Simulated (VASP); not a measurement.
# AlN (Pm) in VASP: further runs, part 2 of 2

VASP 6.6.1.

## Step 4: Single point, LDA (atom 1 (Al) moved by +0.124 Å along [1 0 0] and +0.620 Å along [1 2 0])

INCAR

```
PREC = Accurate
ENCUT = 520
EDIFF = 1E-6
ISMEAR = 0
SIGMA = 0.05
LREAL = False
LASPH = True
NELM = 100
ALGO = Normal
ISIF = 2
LWAVE = False
LCHARG = False
GGA = CA
NBANDS = 26
```

KPOINTS

```
Automatic mesh
0
Gamma
  8 6 4
```

POSCAR

```
AlN
1.0
   -1.6378403119      2.8368226349      0.0000000000
    0.0000000000      0.0000000000      4.1006264518
    4.9135209358      2.8368226349      0.0000000000
Al N
4 4
Direct
    0.6449884176      0.7500000000      0.2402326248
    1.0000000000      0.7500000000      0.6666666667
    0.0000000000      0.2500000000      0.3333333333
    0.5000000000      0.2500000000      0.8333333333
    0.5000000000      0.2500000000      0.1666666667
    1.0000000000      0.2500000000      0.6666666667
    0.0000000000      0.7500000000      0.3333333333
    0.5000000000      0.7500000000      0.8333333333
```

Potentials or basis: VASP PAW LDA potentials, release 64 (Al, N).

On the command line:

```
$ cat potpaw_LDA.64/Al/POTCAR potpaw_LDA.64/N/POTCAR > POTCAR
$ mpirun -np 1 vasp_std > vasp.out
```

OUTCAR:

```text
PREC = Accurate
   ENCUT = 520
   EDIFF = 1E-6
   ISMEAR = 0
   LREAL = False
   LASPH = True
   NELM = 100
   ISIF = 2
   GGA = CA

 ion  position               nearest neighbor table
   1  0.645  0.750  0.240-   7 1.28   5 2.15   5 2.15   7 2.18   8 2.36   3 2.42   3 2.42   2 2.68
                             3 2.99   3 2.99   4 3.12   4 3.12   2 3.21
   2  0.000  0.750  0.667-   8 1.89   8 1.89   7 1.89   6 2.05   6 2.05   1 2.68   4 2.79   4 2.79
                             4 2.79   4 2.79   3 2.79   3 2.79   1 3.21
   3  0.000  0.250  0.333-   5 1.89   5 1.89   6 1.89   7 2.05   7 2.05   1 2.42   1 2.42   2 2.79
                             2 2.79   1 2.99   1 2.99   4 3.28   4 3.28   4 3.28   4 3.28
   4  0.500  0.250  0.833-   6 1.89   6 1.89   5 1.89   8 2.05   8 2.05   2 2.79   2 2.79   2 2.79
                             2 2.79   1 3.12   1 3.12   3 3.28   3 3.28   3 3.28   3 3.28
   5  0.500  0.250  0.167-   3 1.89   3 1.89   4 1.89   1 2.15   1 2.15
   6  0.000  0.250  0.667-   4 1.89   4 1.89   3 1.89   2 2.05   2 2.05
   7  0.000  0.750  0.333-   1 1.28   2 1.89   3 2.05   3 2.05   1 2.18
   8  0.500  0.750  0.833-   2 1.89   2 1.89   4 2.05   4 2.05   1 2.36

 -----------------------------------------------------------------------------
|                                                                             |
|           W    W    AA    RRRRR   N    N  II  N    N   GGGG   !!!           |
|           W    W   A  A   R    R  NN   N  II  NN   N  G    G  !!!           |
|           W    W  A    A  R    R  N N  N  II  N N  N  G       !!!           |
|           W WW W  AAAAAA  RRRRR   N  N N  II  N  N N  G  GGG   !            |
|           WW  WW  A    A  R   R   N   NN  II  N   NN  G    G                |
|           W    W  A    A  R    R  N    N  II  N    N   GGGG   !!!           |
|                                                                             |
|     The distance between some ions is very small. Please check the          |
|     nearest-neighbor list in the OUTCAR file.                               |
|     I HOPE YOU KNOW WHAT YOU ARE DOING!                                     |
|                                                                             |
 -----------------------------------------------------------------------------

[... 177 lines left out ...]
   LHFCALC =     F    Hartree Fock is set to
   AEXX    =    0.0000 exact exchange contribution
   IVDW    =     0    specifies the selected vdW correction
   LEPSILON=     F    determine dielectric tensor
   LRPA    =     F    only Hartree local field effects (RPA)
 non-spin polarized calculation
 Gauss-broadening in eV      SIGMA  =   0.05
  energy-cutoff  :      520.00
  volume of cell :       76.21
 maximum number of plane-waves:      2088
   NGX = 13   NGY = 15   NGZ = 21

 number of electron      32.0000003 magnetization

 Free energy of the ion-electron system (eV)
  ---------------------------------------------------
  ext. energy  EPLUGINS =         0.00000000
  ---------------------------------------------------
  free energy    TOTEN  =       -55.95475103 eV

  energy without entropy =      -55.95475103  energy(sigma->0) =      -55.95475103

 E-fermi :   8.2310     XC(G=0): -11.6437

 val. band max:        7.9672262174   @ k =   0.0000   0.0000   0.0000
 cond. band min:      10.8415580615   @ k =   0.0000   0.0000   0.0000
 fundamental gap:      2.8743318441
 Fermi energy:         8.2310209112

 k-point     1 :       0.0000    0.0000    0.0000
  band No.  band energies     occupation
      1      -9.1548      2.00000
      2      -6.9265      2.00000
      3      -5.8569      2.00000
      4      -4.4495      2.00000
      5       0.5356      2.00000
      6       1.2676      2.00000
[... 685 lines left out ...]
     25      17.9472      0.00000
     26      18.2211      0.00000

 [... further k-points ...]
[... 5 lines left out ...]
  --------------------------------------------------------------------------------------
  -------------------------------------------------------------------------------------
  Total       -1.7798066     49.3510799      1.0449065     -4.8321379      0.0000000      0.0000000
  in kB      -37.4170433   1037.5124156     21.9671685   -101.5864926      0.0000000      0.0000000
  external PRESSURE =     340.6875136 kB  Pullay stress =       0.0000000 kB

 VOLUME and BASIS-vectors are now :
 -----------------------------------------------------------------------------
  energy-cutoff  :      520.00
  volume of cell :       76.21
      direct lattice vectors                 reciprocal lattice vectors
    -1.637840312  2.836822635  0.000000000    -0.152640033  0.264380293  0.000000000
     0.000000000  0.000000000  4.100626452     0.000000000  0.000000000  0.243865178
     4.913520936  2.836822635  0.000000000     0.152640033  0.088126764  0.000000000

 POSITION                                       TOTAL-FORCE (eV/Angst)
 -----------------------------------------------------------------------------------
      0.12400      2.51122      3.07547         2.419263    -45.090080      0.000000
      3.27568      1.89122      3.07547         1.426176      1.313851      0.000000
      1.63784      0.94561      1.02516        -0.670455      1.541014      0.000000
      3.27568      3.78243      1.02516         0.486846      0.161066      0.000000
      0.00000      1.89122      1.02516         1.053060      1.835312      0.000000
      3.27568      1.89122      1.02516        -0.846738     -0.499888      0.000000
      1.63784      0.94561      3.07547        -3.671554     40.292880      0.000000
      3.27568      3.78243      3.07547        -0.196598      0.445845      0.000000
 -----------------------------------------------------------------------------------
    total drift:                                0.000474      0.000197     -0.000000

  FREE ENERGIE OF THE ION-ELECTRON SYSTEM (eV)
  ---------------------------------------------------
  free  energy   TOTEN  =       -55.9547510262 eV

  energy  without entropy=      -55.9547510262  energy(sigma->0) =      -55.95475103
```

OSZICAR:

```text
N       E                     dE             d eps       ncg     rms          rms(c)
DAV:   1     0.116121375087E+03    0.11612E+03   -0.15098E+04  3752   0.112E+03
DAV:   2    -0.595679890124E+02   -0.17569E+03   -0.16423E+03  5002   0.226E+02
DAV:   3    -0.684584586661E+02   -0.88905E+01   -0.88370E+01  5044   0.528E+01
DAV:   4    -0.685304933124E+02   -0.72035E-01   -0.71980E-01  4528   0.537E+00
DAV:   5    -0.685313874747E+02   -0.89416E-03   -0.89388E-03  4952   0.589E-01    0.195E+01
DAV:   6    -0.563406195446E+02    0.12191E+02   -0.34358E+01  4594   0.332E+01    0.744E+00
DAV:   7    -0.561101940792E+02    0.23043E+00   -0.20955E+00  4860   0.769E+00    0.404E+00
DAV:   8    -0.559804606593E+02    0.12973E+00   -0.14314E-01  4674   0.270E+00    0.148E+00
DAV:   9    -0.559549570457E+02    0.25504E-01   -0.30657E-02  4864   0.122E+00    0.353E-01
DAV:  10    -0.559549300370E+02    0.27009E-04   -0.61054E-03  4372   0.452E-01    0.284E-01
DAV:  11    -0.559547550855E+02    0.17495E-03   -0.58067E-04  4756   0.207E-01    0.110E-01
DAV:  12    -0.559547570268E+02   -0.19412E-05   -0.21794E-04  4612   0.925E-02    0.328E-02
DAV:  13    -0.559547518002E+02    0.52265E-05   -0.28118E-05  4892   0.398E-02    0.155E-02
DAV:  14    -0.559547510262E+02    0.77409E-06   -0.66299E-06  4478   0.183E-02
   1 F= -.55954751E+02 E0= -.55954751E+02  d E =-.119807E-15
```

Run time: 87 s. Hardware: 1 thread of Intel Xeon Platinum 8259CL at 2.50GHz (Skylake/Cascade Lake), shared host; peak memory 0.22 GiB.

What came out:

```
Free energy            : -55.9548 eV
Pressure               : 34.1 GPa
Largest force          : 45.155 eV/Å
Band gap on the k mesh : 2.87 eV, direct
```

Forces on the atoms (eV/Å):
```
Al    2.419 -45.090   0.000
Al    1.426   1.314   0.000
Al   -0.670   1.541   0.000
Al    0.487   0.161   0.000
N     1.053   1.835   0.000
N    -0.847  -0.500   0.000
N    -3.672  40.293   0.000
N    -0.197   0.446   0.000
```

Stress tensor (GPa, compression positive):
```
 -3.74 -10.16   0.00
-10.16 103.75   0.00
  0.00   0.00   2.20
```

Levels at points of the mesh, in eV from the valence-band top:
```
           k point  band 13  band 14  band 15  band 16  band 17  band 18  band 19  band 20
(0.00, 0.00, 0.00)    -2.10    -1.33    -0.80     0.00     2.87     3.97     4.60     6.77
(0.50, 0.00, 0.00)    -3.22    -2.21    -2.19    -1.38     4.98     5.35     6.08     6.35
(0.00, 0.50, 0.00)    -2.41    -1.85    -1.70    -1.16     4.65     5.08     5.83     6.13
(0.50, 0.50, 0.00)    -1.98    -0.88    -0.55    -0.42     5.14     5.52     6.60     6.71
(0.00, 0.00, 0.50)    -1.79    -1.67    -0.73    -0.58     4.32     5.05     5.82     6.34
(0.50, 0.00, 0.50)    -3.34    -2.52    -1.61    -0.67     3.43     4.21     6.36     6.40
(0.00, 0.50, 0.50)    -2.33    -1.97    -1.35    -1.07     4.61     5.16     5.61     6.25
(0.50, 0.50, 0.50)    -2.58    -1.33    -1.24    -1.13     4.29     4.71     5.32     5.55
```

Caveat: the cell differs from its parent crystal (atom 1 (Al) moved by +0.124 Å along [1 0 0] and +0.620 Å along [1 2 0]); forces of over 1 eV/Å act on the atoms, so gaps and moduli don't describe the material at rest. A k mesh can miss the band edges.
